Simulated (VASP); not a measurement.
# LiBe16 (a cell with a defect) in VASP: further runs, part 2 of 2

VASP 6.6.1. Earlier steps stand in the parts before.

## Step 3: Single point, PBE

INCAR reads:

```
SYSTEM = LiBe16
PREC     = Accurate       ! precision mode
ENCUT    = 520            ! plane-wave cutoff, eV
EDIFF    = 1E-7           ! SCF threshold, eV
ISMEAR   = -1             ! smearing method
SIGMA    = 0.15           ! smearing width, eV
LREAL    = Auto         
LASPH    = .TRUE.         ! aspherical terms in the spheres
NELM     = 60             ! most SCF steps
ALGO     = Normal         ! electronic algorithm
ISIF     = 2              ! what is computed and relaxed
LWAVE    = .FALSE.        ! write WAVECAR
LCHARG   = .FALSE.        ! write CHGCAR
GGA      = PE             ! functional
NBANDS   = 32             ! bands
```

KPOINTS reads:

```
Automatic mesh
0
G
  5 5 3
  0 0 0
```

POSCAR reads:

```
LiBe16
1.0
   -2.2900000000     -3.9663960000      0.0000000000
    3.4350000000     -1.9831980000      0.0000000000
    0.0000000000      0.0000000000      7.1768600000
Be Li
16 1
Direct
    0.7737805353      0.3374384759     -0.0071249399
    0.4949879535      0.4020440584      0.2467497090
    0.7431201715      0.5399727167      0.4931986406
    0.4950669926      0.4023786984      0.7395357864
    0.5606913328     -0.2771702746     -0.0066040019
    0.2405271983      0.8518829072      0.2473543733
    0.4835324734      0.0457801946      0.4931978715
    0.2404098654      0.8517246105      0.7388202758
    0.1765818040      0.5430150255     -0.0070000662
    0.0076390827      0.3474617615      0.2478236046
    0.2394718849      0.5352128082      0.4930774667
    0.0079239419      0.3472774404      0.7381621103
   -0.0319009486     -0.0569699149     -0.0066197402
    0.7352864848      0.9003847104      0.2465755523
   -0.0105093753      0.0286117973      0.4931357152
    0.7352891130      0.9006031480      0.7400642111
    0.3740399599      0.1319621165      0.9929591015
```

Potentials or basis: VASP PAW PBE potentials, release 64 (Be, Li_sv).

Started as:

```console
cat potpaw_PBE.64/Be/POTCAR potpaw_PBE.64/Li_sv/POTCAR > POTCAR
mpirun -np 1 vasp_std > vasp.out
```

OUTCAR:

```text
SYSTEM = LiBe16
   PREC = Accurate
   ENCUT = 520
   EDIFF = 1E-7
   ISMEAR = -1
   LREAL = Auto
   LASPH = .TRUE.
   NELM = 60
   ISIF = 2
   GGA = PE

 ion  position               nearest neighbor table
   1  0.774  0.337  0.993-  13 1.80   5 1.81  17 2.00   9 2.02  12 2.12  10 2.12   4 2.24   2 2.24

   2  0.495  0.402  0.247-   6 2.13   3 2.17  17 2.18  11 2.18   5 2.24   1 2.24  10 2.24  14 2.26
                             7 2.26  14 2.27  10 2.36
   3  0.743  0.540  0.493-   4 2.17   2 2.17  15 2.24  12 2.27  10 2.27  11 2.27  14 2.28  16 2.28
                             7 2.29  11 2.31  15 2.32   7 2.33
   4  0.495  0.402  0.740-   8 2.13   3 2.17  17 2.18  11 2.19   1 2.24   5 2.24  12 2.24  16 2.26
                             7 2.26  16 2.27  12 2.36
   5  0.561  0.723  0.993-   1 1.81  17 1.83   9 1.90  13 2.06  14 2.11  16 2.11   2 2.24   4 2.24
                            17 2.49
   6  0.241  0.852  0.247-   2 2.13  11 2.17   9 2.22  15 2.22  17 2.22   7 2.22  10 2.24  13 2.24
                            10 2.27  14 2.27  14 2.32
   7  0.484  0.046  0.493-  14 2.19  16 2.19   8 2.22   6 2.22  11 2.24  15 2.26   2 2.26   4 2.26
                             3 2.29  11 2.31  15 2.32   3 2.33
   8  0.240  0.852  0.739-   4 2.13  11 2.16   9 2.22  15 2.22  17 2.22   7 2.22  12 2.24  13 2.24
[... 248 lines left out ...]
      5       1.0000      2.00000
      6       1.1197      2.00000
[... 757 lines left out ...]
     28      12.0839      0.00000
     29      12.5353      0.00000

 [... further k-points ...]

 [bands above 29 left out]

------------------------ aborting loop because EDIFF is reached ----------------------------------------

  FORCE on cell =-STRESS in cart. coord.  units (eV):
  Direction    XX          YY          ZZ          XY          YZ          ZX
  --------------------------------------------------------------------------------------
  -------------------------------------------------------------------------------------
  Total       17.8740193      8.6716641      1.5854771      0.8302244      0.0050762      0.0050202
  in kB      219.6528188    106.5655928     19.4838390     10.2025809      0.0623808      0.0616928
  external PRESSURE =     115.2340835 kB  Pullay stress =       0.0000000 kB

 VOLUME and BASIS-vectors are now :
 -----------------------------------------------------------------------------
  energy-cutoff  :      520.00
  volume of cell :      130.38
      direct lattice vectors                 reciprocal lattice vectors
    -2.290000000 -3.966396000  0.000000000    -0.109170306 -0.189088533  0.000000000
     3.435000000 -1.983198000  0.000000000     0.218340611 -0.126059022  0.000000000
     0.000000000  0.000000000  7.176860000     0.000000000  0.000000000  0.139336702

 POSITION                                       TOTAL-FORCE (eV/Angst)
 -----------------------------------------------------------------------------------
     -0.61286     -3.73833      7.12573         0.010088     -0.013056     -0.000259
      0.24750     -2.76065      1.77089        -0.001352     -0.003961      0.001388
      0.15306     -4.01838      3.53962        -0.000681     -0.002794     -0.003001
      0.24847     -2.76163      5.30754        -0.002286     -0.001924     -0.003247
      1.19894     -3.65744      7.12946        -0.030318     -0.007322     -0.001608
      2.37541     -2.64348      1.77523         0.000186     -0.000789      0.006562
[... 9 lines left out ...]
      1.40976     -4.70252      5.31134         0.001329     -0.004277     -0.000424
     -0.40326     -1.74530      7.12633         0.013035      0.007025      0.007042
 -----------------------------------------------------------------------------------
    total drift:                               -0.000824     -0.000480      0.002360

  FREE ENERGIE OF THE ION-ELECTRON SYSTEM (eV)
  ---------------------------------------------------
  free  energy   TOTEN  =       -57.5873694351 eV

  energy  without entropy=      -57.4092015486  energy(sigma->0) =      -57.49828549
```

OSZICAR:

```text
N       E                     dE             d eps       ncg     rms          rms(c)
DAV:   1     0.677851054715E+02    0.67785E+02   -0.13408E+04  2432   0.964E+02
DAV:   2    -0.495873935823E+02   -0.11737E+03   -0.10980E+03  2944   0.199E+02
DAV:   3    -0.588969906761E+02   -0.93096E+01   -0.90968E+01  4080   0.419E+01
DAV:   4    -0.593709145231E+02   -0.47392E+00   -0.46835E+00  3536   0.784E+00
DAV:   5    -0.593771866289E+02   -0.62721E-02   -0.62710E-02  3312   0.102E+00    0.498E+00
DAV:   6    -0.577468236921E+02    0.16304E+01   -0.27922E+00  2968   0.875E+00    0.243E+00
DAV:   7    -0.576332173945E+02    0.11361E+00   -0.65818E-01  3056   0.365E+00    0.146E+00
DAV:   8    -0.575889061789E+02    0.44311E-01   -0.74774E-02  3520   0.148E+00    0.546E-01
DAV:   9    -0.575871747053E+02    0.17315E-02   -0.11253E-02  3256   0.605E-01    0.138E-01
DAV:  10    -0.575873435689E+02   -0.16886E-03   -0.10250E-03  3616   0.205E-01    0.322E-02
DAV:  11    -0.575873640830E+02   -0.20514E-04   -0.10781E-04  3424   0.697E-02    0.622E-03
DAV:  12    -0.575873678823E+02   -0.37993E-05   -0.11860E-05  3152   0.218E-02    0.215E-03
DAV:  13    -0.575873692044E+02   -0.13221E-05   -0.15297E-06  3424   0.809E-03    0.901E-04
DAV:  14    -0.575873694074E+02   -0.20300E-06   -0.27831E-07  2856   0.364E-03    0.242E-04
DAV:  15    -0.575873694351E+02   -0.27701E-07   -0.33293E-08  2096   0.130E-03
   1 F= -.57587369E+02 E0= -.57498285E+02  d E =-.178168E+00
```

Wall time 1.7 min (1 thread of Intel Xeon 6975P-C (Granite Rapids), shared host); peak memory 0.28 GiB.

Results:

```
Free energy   : -57.5874 eV
Largest force : 0.031 eV/Å
```

Forces on the atoms (eV/Å):
```
Be   0.010 -0.013  0.000
Be  -0.001 -0.004  0.001
Be  -0.001 -0.003 -0.003
Be  -0.002 -0.002 -0.003
Be  -0.030 -0.007 -0.002
Be   0.000 -0.001  0.007
Be  -0.002  0.000  0.000
Be   0.004  0.000 -0.005
Be   0.009  0.004  0.000
Be   0.000  0.002  0.003
Be   0.000  0.003 -0.001
Be   0.001  0.003 -0.001
Be  -0.004  0.015 -0.003
Be   0.004 -0.003  0.001
Be  -0.002  0.001  0.000
Be   0.001 -0.004  0.000
Li   0.013  0.007  0.007
```

Levels at points of the mesh, in eV from the Fermi level:
```tsv
k point	band 13	band 14	band 15	band 16	band 17	band 18	band 19	band 20	band 21	band 22
(0.00, 0.00, 0.00)	-3.62	-3.25	-3.25	-1.25	0.24	0.39	0.60	1.04	1.40	1.82
```

Caveat: the cutoff is under 1.25 times the usual one of these potentials, so pressure, stress and relaxed cells hold a basis-set (Pulay) error.
